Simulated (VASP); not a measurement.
# MnPt (P4/mmm) in VASP: a series of runs, part 2 of 2

VASP 6.6.1. Earlier steps stand in the parts before.

### Step 3. Single point, LDA, collinear spin, antiferromagnetic start (14.02 Å³/atom)

This run uses another cell than the first one, of 14.02 Å³/atom.

The input, INCAR:

```
SYSTEM = MnPt
  ALGO = Normal
  EDIFF = 1E-7
  ENCUT = 520
  ISIF = 2
  ISMEAR = 0
  ISPIN = 2
  LASPH = .TRUE.
  LCHARG = .FALSE.
  LMAXMIX = 4
  LORBIT = 11
  LREAL = .FALSE.
  LWAVE = .FALSE.
  MAGMOM = 3.71 -3.71 0 0
  NBANDS = 35
  NELM = 150
  PREC = Accurate
  SIGMA = 0.05
```

The input, KPOINTS:

```
k-points
0
G
  12 12 12
  0 0 0
```

The input, POSCAR:

```
MnPt
1.0
    2.7537861920      2.7537861920      0.0000000000
   -2.7537861920      2.7537861920      0.0000000000
    0.0000000000      0.0000000000      3.6970293505
Mn Pt
2 2
Direct
    0.0000000000      0.0000000000      0.0000000000
    0.5000000000      0.5000000000      0.0000000000
    0.5000000000      0.0000000000      0.5000000000
    1.0000000000      0.5000000000      0.5000000000
```

Potentials or basis: VASP PAW LDA potentials, release 64 (Mn_pv, Pt).

Command:

```console
cat potpaw_LDA.64/Mn_pv/POTCAR potpaw_LDA.64/Pt/POTCAR > POTCAR
mpirun -np 1 vasp_std > vasp.out
```

OUTCAR:

```text
SYSTEM = MnPt
   EDIFF = 1E-7
   ENCUT = 520
   ISIF = 2
   ISMEAR = 0
   ISPIN = 2
   LASPH = .TRUE.
   LORBIT = 11
   LREAL = .FALSE.
   NELM = 150
   PREC = Accurate

 ion  position               nearest neighbor table
   1  0.000  0.000  0.000-   3 2.68   4 2.68   3 2.68   4 2.68   4 2.68   4 2.68   3 2.68   3 2.68
                             2 2.75   2 2.75   2 2.75   2 2.75
   2  0.500  0.500  0.000-   3 2.68   4 2.68   3 2.68   4 2.68   3 2.68   3 2.68   4 2.68   4 2.68
                             1 2.75   1 2.75   1 2.75   1 2.75
   3  0.500  0.000  0.500-   1 2.68   2 2.68   1 2.68   2 2.68   2 2.68   2 2.68   1 2.68   1 2.68
                             4 2.75   4 2.75   4 2.75   4 2.75
   4  0.000  0.500  0.500-   1 2.68   2 2.68   1 2.68   2 2.68   1 2.68   1 2.68   2 2.68   2 2.68
                             3 2.75   3 2.75   3 2.75   3 2.75
[... 7 lines left out ...]
 A1 = (   2.7537861920,   2.7537861920,   0.0000000000)
 A2 = (  -2.7537861920,   2.7537861920,   0.0000000000)
 A3 = (   0.0000000000,   0.0000000000,   3.6970293505)

Analysis of symmetry for initial positions (statically):
=====================================================================
 Subroutine PRICEL returns following result:

  LATTYP: Found a simple tetragonal cell.
 ALAT       =     2.7537861920
 C/A-ratio  =     1.3425259235
[... 12 lines left out ...]
 Subroutine GETGRP returns: Found 16 space group operations
 (whereof 16 operations were pure point group operations)
 out of a pool of 16 trial point group operations.

The static configuration has the point symmetry D_4h.

Analysis of symmetry for dynamics (positions and initial velocities):
=====================================================================
 Subroutine PRICEL returns following result:

  LATTYP: Found a simple tetragonal cell.
 ALAT       =     2.7537861920
 C/A-ratio  =     1.3425259235
[... 12 lines left out ...]
 Subroutine GETGRP returns: Found 16 space group operations
 (whereof 16 operations were pure point group operations)
 out of a pool of 16 trial point group operations.

The dynamic configuration has the point symmetry D_4h.

Analysis of structural, dynamic, and magnetic symmetry:
=====================================================================
[... 177 lines left out ...]
 Fermi energy:        10.4542415604

 spin component 1

 k-point     1 :       0.0000    0.0000    0.0000
  band No.  band energies     occupation
      1     -39.2975      1.00000
      2     -39.2975      1.00000
      3     -39.2375      1.00000
      4     -35.9891      1.00000
      5     -35.9891      1.00000
      6     -35.9163      1.00000
[... 901 lines left out ...]
     34      21.5095      0.00000
     35      22.6599      0.00000

 [... further k-points ...]

 spin component 2

 k-point     1 :       0.0000    0.0000    0.0000
  band No.  band energies     occupation
      1     -39.2975      1.00000
      2     -39.2975      1.00000
      3     -39.2375      1.00000
      4     -35.9891      1.00000
      5     -35.9891      1.00000
      6     -35.9163      1.00000
[... 901 lines left out ...]
     34      21.5095      0.00000
     35      22.6599      0.00000

 [... further k-points ...]

------------------------ aborting loop because EDIFF is reached ----------------------------------------

  FORCE on cell =-STRESS in cart. coord.  units (eV):
  Direction    XX          YY          ZZ          XY          YZ          ZX
  --------------------------------------------------------------------------------------
  -------------------------------------------------------------------------------------
  Total       -2.9812340     -2.9812340     -2.8340521      0.0000000      0.0000000      0.0000000
  in kB      -85.1850382    -85.1850382    -80.9794987      0.0000000      0.0000000      0.0000000
  external PRESSURE =     -83.7831917 kB  Pullay stress =       0.0000000 kB

 VOLUME and BASIS-vectors are now :
 -----------------------------------------------------------------------------
  energy-cutoff  :      520.00
  volume of cell :       56.07
      direct lattice vectors                 reciprocal lattice vectors
     2.753786192  2.753786192  0.000000000     0.181568199  0.181568199  0.000000000
    -2.753786192  2.753786192  0.000000000    -0.181568199  0.181568199  0.000000000
     0.000000000  0.000000000  3.697029350     0.000000000  0.000000000  0.270487439

 POSITION                                       TOTAL-FORCE (eV/Angst)
 -----------------------------------------------------------------------------------
      0.00000      0.00000      0.00000        -0.000000      0.000000     -0.000000
      0.00000      2.75379      0.00000         0.000000     -0.000000      0.000000
      1.37689      1.37689      1.84851        -0.000000     -0.000000     -0.000000
     -1.37689      1.37689      1.84851        -0.000000     -0.000000     -0.000000
 -----------------------------------------------------------------------------------
    total drift:                               -0.000000      0.000000     -0.000000

  FREE ENERGIE OF THE ION-ELECTRON SYSTEM (eV)
  ---------------------------------------------------
  free  energy   TOTEN  =       -36.1221258381 eV

  energy  without entropy=      -36.1216238459  energy(sigma->0) =      -36.12187484

 total charge

# of ion       s       p       d       tot
------------------------------------------
    1        0.329   6.289   4.982  11.599
    2        0.329   6.289   4.982  11.599
    3        0.721   0.666   8.071   9.458
    4        0.721   0.666   8.071   9.458
--------------------------------------------------
tot          2.100  13.910  26.104  42.115

 magnetization (x)

# of ion       s       p       d       tot
------------------------------------------
    1        0.022   0.044   3.313   3.380
    2       -0.022  -0.044  -3.313  -3.380
    3        0.000   0.000   0.000   0.000
    4        0.000   0.000   0.000   0.000
--------------------------------------------------
tot          0.000   0.000   0.000   0.000
```

OSZICAR:

```text
N       E                     dE             d eps       ncg     rms          rms(c)
DAV:   1     0.477652384138E+03    0.47765E+03   -0.24230E+04 27824   0.155E+03
DAV:   2    -0.117499837986E+02   -0.48940E+03   -0.45666E+03 27756   0.435E+02
DAV:   3    -0.391902611368E+02   -0.27440E+02   -0.26078E+02 29647   0.113E+02
DAV:   4    -0.396006449443E+02   -0.41038E+00   -0.40956E+00 30858   0.137E+01
DAV:   5    -0.396079661290E+02   -0.73212E-02   -0.73208E-02 30064   0.189E+00    0.239E+01
DAV:   6    -0.400051308851E+02   -0.39716E+00   -0.22378E+01 28930   0.530E+01    0.272E+01
DAV:   7    -0.365136227710E+02    0.34915E+01   -0.18649E+01 30099   0.526E+01    0.116E+01
DAV:   8    -0.361520088876E+02    0.36161E+00   -0.12934E+00 30096   0.108E+01    0.552E+00
DAV:   9    -0.361295574414E+02    0.22451E-01   -0.20703E-01 30577   0.435E+00    0.286E+00
DAV:  10    -0.361184463495E+02    0.11111E-01   -0.58364E-02 30896   0.234E+00    0.143E+00
DAV:  11    -0.361217245056E+02   -0.32782E-02   -0.98474E-03 29783   0.764E-01    0.461E-01
DAV:  12    -0.361221219213E+02   -0.39742E-03   -0.13950E-03 30744   0.433E-01    0.198E-01
DAV:  13    -0.361221190629E+02    0.28584E-05   -0.24557E-04 29741   0.174E-01    0.836E-02
DAV:  14    -0.361221258396E+02   -0.67767E-05   -0.12857E-04 31718   0.103E-01    0.191E-02
DAV:  15    -0.361221259782E+02   -0.13860E-06   -0.13364E-05 29161   0.308E-02    0.611E-03
DAV:  16    -0.361221258424E+02    0.13579E-06   -0.11953E-06 30177   0.764E-03    0.209E-03
DAV:  17    -0.361221258381E+02    0.42337E-08   -0.14426E-07 16370   0.289E-03
   1 F= -.36122126E+02 E0= -.36121875E+02  d E =-.501992E-03  mag=     0.0000
```

stdout:

```text
POSCAR found type information on POSCAR MnPt
 POSCAR found :  2 types and       4 ions
 scaLAPACK will be used
 LDA part: xc-table for (Slater(with rela. corr.)+CA(PZ))
 , standard interpolation
 POSCAR, INCAR and KPOINTS ok, starting setup
 FFT: planning ... GRIDC
 FFT: planning ... GRID_SOFT
 FFT: planning ... GRID
 WAVECAR not read
 entering main loop
```

Run time: 19 min. Hardware: 1 thread of Oxide Virtual Turin-like, shared host; peak memory 0.54 GiB.

What came out:

```
Free energy                                           : -36.1221 eV
Pressure                                              : -8.4 GPa
Band gap on the k mesh                                : zero (filled and empty bands overlap)
Net moment                                            : 0.00 μB per cell
Site moments                                          : Mn +3.38, -3.38; Pt +0.00 μB
Valence electrons inside the program's atomic spheres : Mn 11.60; Pt 9.46
```

Caveat: the cell stands under tension; the antiferromagnetic order is the one typed at the start, and another may lie lower; spin-orbit coupling is left out, which moves the levels of the heavy elements.

### Step 4. Single point, LDA, collinear spin, antiferromagnetic start

This run uses another cell than the first one, of the same volume but with other edges.

The input, INCAR:

```
SYSTEM = MnPt
  PREC = Accurate
  ENCUT = 520
  EDIFF = 1E-6
  ISMEAR = 0
  SIGMA = 0.05
  LREAL = .False.
  LASPH = .True.
  NELM = 150
  ALGO = Normal
  ISIF = 2
  LWAVE = .False.
  LCHARG = .False.
  ISPIN = 2
  MAGMOM = 3.5 -3.5 0 0
  LORBIT = 11
  LMAXMIX = 4
  GGA = CA
  NBANDS = 35
```

The input, KPOINTS:

```
Automatic mesh
0
Gamma
  12 12 12
  0 0 0
```

The input, POSCAR:

```
MnPt
1.0
   -2.7618001113      0.0000000000      3.5661764729
    2.7618001113      0.0000000000      3.5661764729
    0.0000000000      2.7618001113     -3.5661764729
Mn Pt
2 2
Direct
    0.0000000000      0.0000000000      0.0000000000
    0.5000000000      0.5000000000      0.0000000000
    0.2500000000      0.7500000000      0.5000000000
    0.7500000000      1.2500000000      0.5000000000
```

Command:

```console
cat potpaw_LDA.64/Mn_pv/POTCAR potpaw_LDA.64/Pt/POTCAR > POTCAR
mpirun -np 1 vasp_std > vasp.out
```

Wall time 12 min (1 thread of Oxide Virtual Turin-like, shared host); peak memory 0.48 GiB.

Results (log left out):

* Free energy: -36.0224 eV
* Pressure: -3.3 GPa
* Band gap on the k mesh: zero (filled and empty bands overlap)
* Net moment: 0.00 μB per cell
* Site moments: Mn +3.20, -3.20; Pt +0.00 μB
* Valence electrons inside the program's atomic spheres: Mn 11.67; Pt 9.51

Stress tensor (GPa, compression positive):
```
-5.62  0.00  0.00
 0.00 -5.62  0.00
 0.00  0.00  1.28
```

Levels at points of the mesh, in eV from the Fermi level:
Spin up:
```tsv
k point	band 19	band 20	band 21	band 22	band 23	band 24	band 25	band 26	band 27	band 28
(0.00, 0.00, 0.00)	-1.67	-1.30	-1.08	0.36	1.11	1.42	1.51	1.51	1.68	3.42
(0.50, 0.00, 0.00)	-1.51	-1.47	-1.34	-0.35	0.00	0.21	0.67	1.21	1.74	2.03
(0.50, 0.50, 0.00)	-1.80	-1.21	-0.97	-0.56	-0.41	-0.32	0.94	1.41	1.52	1.72
(0.50, 0.50, 0.50)	-1.03	-0.76	-0.76	-0.48	0.35	1.44	1.44	1.50	1.55	1.85
```
Spin down:
| k point | band 21 | band 22 | band 23 | band 24 | band 25 | band 26 |
| --- | --- | --- | --- | --- | --- | --- |
| (0.00, 0.00, 0.00) | -1.08 | 0.36 | 1.11 | 1.42 | 1.51 | 1.51 |
| (0.50, 0.00, 0.00) | -1.34 | -0.35 | 0.00 | 0.21 | 0.67 | 1.21 |
| (0.50, 0.50, 0.00) | -0.97 | -0.56 | -0.41 | -0.32 | 0.94 | 1.41 |
| (0.50, 0.50, 0.50) | -0.76 | -0.48 | 0.35 | 1.44 | 1.44 | 1.50 |

Caveat: the stress differs along the axes, from -6 to 1 GPa; the antiferromagnetic order is the one typed at the start, and another may lie lower; spin-orbit coupling is left out, which moves the levels of the heavy elements.

### Step 5. The runs side by side

```tsv
cell	k mesh	gap on the mesh (eV)	pressure (GPa)	moment (μB)
a = 2.762, b = 2.762, c = 7.132 Å, 4 atoms, atomic positions A	12 × 12 × 6	none	-1.3	0.00
a = 3.894, b = 3.894, c = 3.697 Å, 4 atoms, atomic positions B	12 × 12 × 12	none	-8.4	0.00
a = 4.511 Å, angles 128.7, 128.7, 75.5°, 4 atoms, atomic positions A	12 × 12 × 12	none	-3.3	0.00
```

Alike in all rows: task single point; level LDA; potentials or basis VASP PAW LDA potentials, release 64 (Mn_pv, Pt); spin collinear, antiferromagnetic start; cutoff (eV) 520; smearing gaussian 0.05 eV.

Caveats: the antiferromagnetic order is the one typed at the start, and another may lie lower; spin-orbit coupling is left out, which moves the levels of the heavy elements; the stress differs along the axes, from -3 to 3 GPa (at least some runs); the cell stands under tension (at least some runs); the stress differs along the axes, from -6 to 1 GPa (at least some runs).

Total energies depend on the potentials used, so only differences within one code and one set of settings carry meaning.
